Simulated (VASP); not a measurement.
Wanted: the native input for a VASP 6.6.1 run.

| Property | Result |
| --- | --- |
| Task | single point |
| Functional | PBE |
| Potentials or basis | VASP PAW PBE potentials, release 64 (Ta_pv) |
| Cutoff | 520 eV |
| k mesh | 20 × 20 × 20 |
| Occupations | gaussian, width 0.15 eV |
| Spin | no spin polarisation |
| Dipole correction | no |
| Further INCAR settings | ALGO = Normal; EDIFF = 1e-07; NBANDS = 12 |

The structure of Ta lies in POSCAR:

```
Ta
1.0
   -1.6928662852      1.6928662852      1.5946800406
    1.6928662852     -1.6928662852      1.5946800406
    1.6928662852      1.6928662852     -1.5946800406
Ta
1
Direct
    0.0000000000      0.0000000000      0.0000000000
```

These files were run (other wordings do the same):

INCAR

```
PREC = Accurate ; ENCUT = 520
EDIFF = 1E-7 ; ISMEAR = 0
SIGMA = 0.15 ; LREAL = F
LASPH = T ; NELM = 60
ALGO = Normal ; ISIF = 2
LWAVE = F ; LCHARG = F
GGA = PE ; NBANDS = 12
```

KPOINTS

```
regular mesh
0
Gamma
  20 20 20
```

Potentials or basis: VASP PAW PBE potentials, release 64 (Ta_pv).

The run is started by

```sh
$ cat potpaw_PBE.64/Ta_pv/POTCAR > POTCAR
$ mpirun -np 1 vasp_std > vasp.out
```

It gave:

| Property | Result |
| --- | --- |
| Pressure | 0.6 GPa |
| Band gap on the k mesh | zero (an odd number of electrons rules out a gap without spin polarisation) |

Caveat: spin-orbit coupling is left out, which moves the levels of the heavy elements.

Run time: 52 s on 1 thread of Intel(R) Xeon(R) Platinum 8559C (Emerald Rapids), on a shared host, peak memory 0.25 GiB.
